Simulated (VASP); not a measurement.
A run of VASP 6.6.1 is set up as follows.

The input INCAR:

```
PREC = Accurate
ENCUT = 520
EDIFF = 1E-6
ISMEAR = 0
SIGMA = 0.1
LREAL = False
LASPH = True
NELM = 100
ALGO = Normal
ISIF = 2
LWAVE = False
LCHARG = False
GGA = PE
NBANDS = 28
```

File KPOINTS:

```
regular mesh
0
Gamma
  4 4 4
```

File POSCAR:

```
SnTe
1.0
    0.0000000000     -4.5338339672      0.0000000000
    2.2669169836     -2.2669169836     -3.2172387285
    6.8007509507     -2.2669169836      3.2172387285
Sn Te
2 2
Direct
    0.3487337820      0.9537986540      0.3487337820
    0.8487337820      0.4537986540      0.8487337820
    0.0887662180      0.7337013460      0.0887662180
    0.5887662180      0.2337013460      0.5887662180
```

Potentials or basis: VASP PAW PBE potentials, release 64 (Sn_d, Te).

Run with:

```console
$ cat potpaw_PBE.64/Sn_d/POTCAR potpaw_PBE.64/Te/POTCAR > POTCAR
$ mpirun -np 1 vasp_std > vasp.out
```

Task: Estimate the band gap on the k mesh.

Result: 0.31 eV.

Task: Predict the largest force.

Result: 0.088 eV/Å.

Task: What does it give for the pressure?

Result: -0.1 GPa.

Forces in eV/Å, atoms in the order of the input:
```
Sn   0.023  0.000  0.085
Sn   0.023  0.000  0.085
Te  -0.023  0.000 -0.085
Te  -0.023  0.000 -0.085
```

Caveat: semilocal functionals underestimate gaps, and a narrow one can read as zero; spin-orbit coupling is left out, which moves the levels of the heavy elements. A k mesh can miss the band edges.
